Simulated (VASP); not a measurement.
Pb: electric field gradients with PBE

The system is Pb.

```
Pb
1.0
     0.00000    3.38070    3.38070
     3.38070    0.00000    3.38070
     3.38070    3.38070    0.00000
Pb
2
Cartesian
  0.0000 0.0000 0.0000
  1.6904 1.6904 1.6904
```

This cell differs from its parent crystal: volume scaled by 0.95.

| Item | Value |
| --- | --- |
| Program | VASP 6.6.1 |
| Task | electric field gradients |
| Functional | PBE |
| Potentials or basis | VASP PAW PBE potentials, release 64 (Pb_d) |
| Cutoff | 520 eV |
| k mesh | 8 × 8 × 8 |
| Occupations | fermi-dirac, width 0.05 eV |
| Spin | no spin polarisation |
| Dipole correction | no |
| Further INCAR settings | ALGO = Normal; EDIFF = 1e-08; NBANDS = 21 |

```yaml
Pressure: 4.4 GPa
Band_gap_on_the_k_mesh: zero (band 14 reaches 5.25 eV, above the bottom of band 15 at 4.01 eV)
```

Levels at points of the mesh, in eV from the Fermi level:
```csv
k point,band 12,band 13,band 14,band 15,band 16,band 17
"(0.00, 0.00, 0.00)",-3.70,0.37,0.37,0.37,2.39,2.39
"(0.50, 0.00, 0.00)",-7.25,-1.00,-0.87,-0.87,3.54,3.54
"(0.50, 0.50, 0.00)",-8.68,-2.18,-2.18,0.79,0.79,7.44
```

Run time: 19 s on 1 thread of Intel(R) Xeon(R) 6975P-C (Granite Rapids), on a shared host, peak memory 0.21 GiB.

Caveat: without QUAD_EFG the Cq values of the log hold for a quadrupole moment of 1 mb, not for the nuclei; spin-orbit coupling is left out, which moves the levels of the heavy elements.
